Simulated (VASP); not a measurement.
# Sb (I4/mmm) in VASP: further runs

Runs on Sb. Level: LDA. Tasks: single point.

Program: VASP 6.6.1. These are calculated values, not measurements. Logs are shortened: lines on timing, memory, paths and dates and some standing lists are left out, and cuts for length are marked.

### Step 1. The cell of the first run

Symmetry: I4/mmm, No. 139, tetragonal system. The conventional cell has a = 3.153 Å, b = 3.153 Å, c = 5.424 Å, α = 90.00°, β = 90.00°, γ = 90.00°. Within 4.1 Å of Sb (site symmetry 4/mmm) lie 12 Sb at 3.15 to 3.51 Å.

### Step 2. Single point, LDA

INCAR reads:

```
SYSTEM = Sb
PREC = Accurate ; ENCUT = 520
EDIFF = 1E-6 ; ISMEAR = -1
SIGMA = 0.15 ; LREAL = .False.
LASPH = .True. ; NELM = 60
ALGO = Normal ; ISIF = 2
LWAVE = .False. ; LCHARG = .False.
GGA = CA ; NBANDS = 8
```

KPOINTS reads:

```
regular mesh
0
Gamma
  3 3 3
  0 0 0
```

POSCAR reads:

```
Sb
1.0
    3.5107790000      0.0000000000      0.0000000000
    0.6789527250      3.4445017614      0.0000000000
   -2.0948657819     -1.7222508144      2.2295646828
Sb
1
Direct
    0.0000000000      0.0000000000      0.0000000000
```

Potentials or basis: VASP PAW LDA potentials, release 64 (Sb).

Started as:

```bash
> cat potpaw_LDA.64/Sb/POTCAR > POTCAR
> mpirun -np 1 vasp_std > vasp.out
```

OUTCAR:

```text
SYSTEM = Sb
   PREC = Accurate
   ENCUT = 520
   EDIFF = 1E-6
   ISMEAR = -1
   LREAL = .False.
   LASPH = .True.
   NELM = 60
   ISIF = 2
   GGA = CA

 ion  position               nearest neighbor table
   1  0.000  0.000  0.000-

  LATTYP: Found a body centered tetragonal cell.
 ALAT       =     3.1530805229
 C/A-ratio  =     1.7201835476

  Lattice vectors:

 A1 = (   3.5107790000,   0.0000000000,   0.0000000000)
 A2 = (   0.6789527250,   3.4445017614,   0.0000000000)
 A3 = (  -2.0948657819,  -1.7222508144,   2.2295646828)

Analysis of symmetry for initial positions (statically):
=====================================================================
 Subroutine PRICEL returns:
 Original cell was already a primitive cell.

 Routine SETGRP: Setting up the symmetry group for a
 body centered tetragonal supercell.

 Subroutine GETGRP returns: Found 16 space group operations
 (whereof 16 operations were pure point group operations)
 out of a pool of 16 trial point group operations.

The static configuration has the point symmetry D_4h.

Analysis of symmetry for dynamics (positions and initial velocities):
=====================================================================
 Subroutine PRICEL returns:
 Original cell was already a primitive cell.

 Routine SETGRP: Setting up the symmetry group for a
 body centered tetragonal supercell.

 Subroutine GETGRP returns: Found 16 space group operations
 (whereof 16 operations were pure point group operations)
 out of a pool of 16 trial point group operations.

The dynamic configuration has the point symmetry D_4h.

 Subroutine INISYM returns: Found 16 space group operations
 (whereof 16 operations are pure point group operations),
 and found     1 'primitive' translations

----------------------------------------------------------------------------------------

                                     Primitive cell

  volume of cell :      26.9619

  direct lattice vectors                    reciprocal lattice vectors
     3.510779000  0.000000000  0.000000000     0.284837069 -0.056144812  0.224259016
     0.678952725  3.444501761  0.000000000     0.000000000  0.290317750  0.224259015
    -2.094865782 -1.722250814  2.229564683     0.000000000  0.000000000  0.448518048

  length of vectors
     3.510779000  3.510779000  3.510779000     0.366846701  0.366846701  0.448518048

  position of ions in fractional coordinates (direct lattice)
     0.000000000  0.000000000  0.000000000

  ion indices of the primitive-cell ions
   primitive index   ion index
                 1           1

----------------------------------------------------------------------------------------

 KPOINTS: regular mesh

Automatic generation of k-mesh.
 Grid dimensions read from file:
 generate k-points for:    3    3    3

 Generating k-lattice:

  Cartesian coordinates                     Fractional coordinates (reciprocal lattice)
     0.094945690 -0.018714937  0.074753005     0.333333333  0.000000000  0.000000000
     0.000000000  0.096772583  0.074753005     0.000000000  0.333333333  0.000000000
     0.000000000  0.000000000  0.149506016     0.000000000  0.000000000  0.333333333

  Length of vectors
     0.122282234  0.122282234  0.149506016

  Shift w.r.t. Gamma in fractional coordinates (k-lattice)
     0.000000000  0.000000000  0.000000000

 Subroutine IBZKPT returns following result:
 ===========================================

 Found      6 irreducible k-points:

 Following reciprocal coordinates:
            Coordinates               Weight
  0.000000  0.000000  0.000000      1.000000
  0.333333  0.000000  0.000000      8.000000
  0.333333  0.333333 -0.000000      8.000000
 -0.333333  0.333333 -0.000000      4.000000
 -0.333333  0.333333  0.333333      4.000000
 -0.333333 -0.333333  0.333333      2.000000
   k-points           NKPTS =      6   k-points in BZ     NKDIM =      6   number of bands    NBANDS=      8
   number of dos      NEDOS =    301   number of ions     NIONS =      1
   total plane-waves  NPLWV =  21952
   dimension x,y,z NGX =    28 NGY =   28 NGZ =   28
   dimension x,y,z NGXF=    56 NGYF=   56 NGZF=   56
   ions per type =               1
   NGX,Y,Z   is equivalent  to a cutoff of  13.26, 13.26, 13.26 a.u.
   NGXF,Y,Z  is equivalent  to a cutoff of  26.52, 26.52, 26.52 a.u.
 SYSTEM =  Sb
   PREC   = accura    normal or accurate (medium, high low for compatibility)
   ISTART =      0    job   : 0-new  1-cont  2-samecut
   ICHARG =      2    charge: 1-file 2-atom 10-const
   ISPIN  =      1    spin polarized calculation?
   LNONCOLLINEAR =      F non collinear calculations
   LSORBIT =      F    spin-orbit coupling
   LASPH  =      T    aspherical Exc in radial PAW
   ENCUT  =  520.0 eV  38.22 Ry    6.18 a.u.   6.53  6.53  6.53*2*pi/ulx,y,z
   NELM   =     60;   NELMIN=  2; NELMDL= -5     # of ELM steps
   EDIFF  = 0.1E-05   stopping-criterion for ELM
   LREAL  =      F    real-space projection
   EDIFFG = 0.1E-04   stopping-criterion for IOM
   NSW    =      0    number of steps for IOM
   IBRION =     -1    ionic relax: 0-MD 1-quasi-New 2-CG
   NFREE  =      0    steps in history (QN), initial steepest desc. (CG)
   ISIF   =      2    stress and relaxation
   ISYM   =      2    0-nonsym 1-usesym 2-fastsym
   POTIM  = 0.5000    time-step for ionic-motion
   TEBEG  =    0.0;   TEEND  =   0.0 temperature during run
   PSTRESS=    0.0 pullay stress
   NELECT =       5.0000    total number of electrons
   NUPDOWN=      -1.0000    fix difference up-down
   EMIN   =  10.00;   EMAX   =-10.00  energy-range for DOS
   EFERMI =   0.00;   METHOD = LEGACY
   ISMEAR =    -1;   SIGMA  =   0.15  broadening in eV -4-tet -1-fermi 0-gaus
   EFERMI_NEDOS =   21; number of points for ismear=-14 and -15
   IALGO  =     38    algorithm
   IMIX   =      4    mixing-type and parameters
     AMIX     =   0.40;   BMIX     =  1.00
     AMIX_MAG =   1.60;   BMIX_MAG =  1.00
  volume/ion in A,a.u.               =      26.96       181.95
  Fermi-wavevector in a.u.,A,eV,Ry     =   0.933573  1.764197 11.858268  0.871558
  Thomas-Fermi vector in A             =   2.060288
   LORBIT       =      0    0 simple, 1 ext, 2 COOP (PROOUT), +10 PAW based schemes
   GGA     = CA    functional components
   LHFCALC =     F    Hartree Fock is set to
   AEXX    =    0.0000 exact exchange contribution
   IVDW    =     0    specifies the selected vdW correction
   LEPSILON=     F    determine dielectric tensor
   LRPA    =     F    only Hartree local field effects (RPA)
 non-spin polarized calculation
  energy-cutoff  :      520.00
  volume of cell :       26.96
 maximum number of plane-waves:       747
 NGX is ok and might be reduce to    28
   NGX = 13   NGY = 13   NGZ = 13

 number of electron       5.0000000 magnetization

 Free energy of the ion-electron system (eV)
  ---------------------------------------------------
  ext. energy  EPLUGINS =         0.00000000
  ---------------------------------------------------
  free energy    TOTEN  =        -5.11249866 eV

  energy without entropy =       -5.07484136  energy(sigma->0) =       -5.09367001

 E-fermi :   8.4637     XC(G=0): -10.3478

 val. band max:        8.4020357443   @ k =  -0.3333   0.3333  -0.0000
 cond. band min:       9.1042706382   @ k =   0.3333   0.3333  -0.0000
 fundamental gap:      0.7022348939
 Fermi energy:         8.4636507029

 k-point     1 :       0.0000    0.0000    0.0000
  band No.  band energies     occupation
      1      -4.5460      2.00000
      2      12.9150      0.00000
      3      13.8103      0.00000
      4      13.8103      0.00000
      5      17.6620      0.00000
      6      18.8532      0.00000
      7      18.9015      0.00000
      8      18.9015      0.00000

 k-point     2 :       0.3333    0.0000    0.0000
  band No.  band energies     occupation
      1      -2.3944      2.00000
      2       5.3938      2.00000
      3      10.6743      0.00000
      4      13.6732      0.00000
      5      14.9659      0.00000
      6      17.8065      0.00000
      7      19.7058      0.00000
      8      20.4475      0.00000

 k-point     3 :       0.3333    0.3333   -0.0000
  band No.  band energies     occupation
      1       0.3524      2.00000
      2       5.5656      2.00000
      3       5.5660      2.00000
      4       9.1043      0.02756
      5      13.9609      0.00000
      6      19.0653      0.00000
      7      19.8076      0.00000
      8      20.7580      0.00000

 k-point     4 :      -0.3333    0.3333   -0.0000
  band No.  band energies     occupation
      1      -1.2659      2.00000
      2       7.6403      1.99177
      3       8.4020      1.20254
      4       9.6868      0.00057
      5      13.4655      0.00000
      6      13.6096      0.00000
      7      20.5056      0.00000
      8      21.3214      0.00000

 k-point     5 :      -0.3333    0.3333    0.3333
  band No.  band energies     occupation
      1      -0.0360      2.00000
      2       4.3961      2.00000
      3       4.4883      2.00000
      4      12.0943      0.00000
      5      15.7119      0.00000
      6      21.7829      0.00000
      7      22.0866      0.00000
      8      22.4715      0.00000

 k-point     6 :      -0.3333   -0.3333    0.3333
  band No.  band energies     occupation
      1      -2.4332      2.00000
      2       5.3292      2.00000
      3      11.0731      0.00000
      4      11.0731      0.00000
      5      14.7560      0.00000
      6      14.9892      0.00000
      7      23.7186      0.00000
      8      23.7186      0.00000

------------------------ aborting loop because EDIFF is reached ----------------------------------------

  FORCE on cell =-STRESS in cart. coord.  units (eV):
  Direction    XX          YY          ZZ          XY          YZ          ZX
  --------------------------------------------------------------------------------------
  -------------------------------------------------------------------------------------
  Total       -1.0659275     -0.4064896      0.9687268     -1.6727491      0.0000000      0.0000000
  in kB      -63.3414921    -24.1551670     57.5654521    -99.4011519      0.0000017      0.0000021
  external PRESSURE =      -9.9770690 kB  Pullay stress =       0.0000000 kB

 VOLUME and BASIS-vectors are now :
 -----------------------------------------------------------------------------
  energy-cutoff  :      520.00
  volume of cell :       26.96
      direct lattice vectors                 reciprocal lattice vectors
     3.510779000  0.000000000  0.000000000     0.284837069 -0.056144812  0.224259016
     0.678952725  3.444501761  0.000000000     0.000000000  0.290317750  0.224259015
    -2.094865782 -1.722250814  2.229564683     0.000000000  0.000000000  0.448518048

 POSITION                                       TOTAL-FORCE (eV/Angst)
 -----------------------------------------------------------------------------------
      0.00000      0.00000      0.00000         0.000000     -0.000000      0.000000
 -----------------------------------------------------------------------------------
    total drift:                                0.000000     -0.000000      0.000000

  FREE ENERGIE OF THE ION-ELECTRON SYSTEM (eV)
  ---------------------------------------------------
  free  energy   TOTEN  =        -5.1124986571 eV

  energy  without entropy=       -5.0748413572  energy(sigma->0) =       -5.09367001
```

Wall time 1.9 s (1 thread of AMD EPYC 7R13 (Zen 3), shared host); peak memory 0.1 GiB.

Results:

- Free energy: -5.1125 eV
- Pressure: -1.0 GPa

Caveat: the k points lie up to 0.94 Å⁻¹ apart; spin-orbit coupling is left out, which moves the levels of the heavy elements.

[end of part 1 of 2]
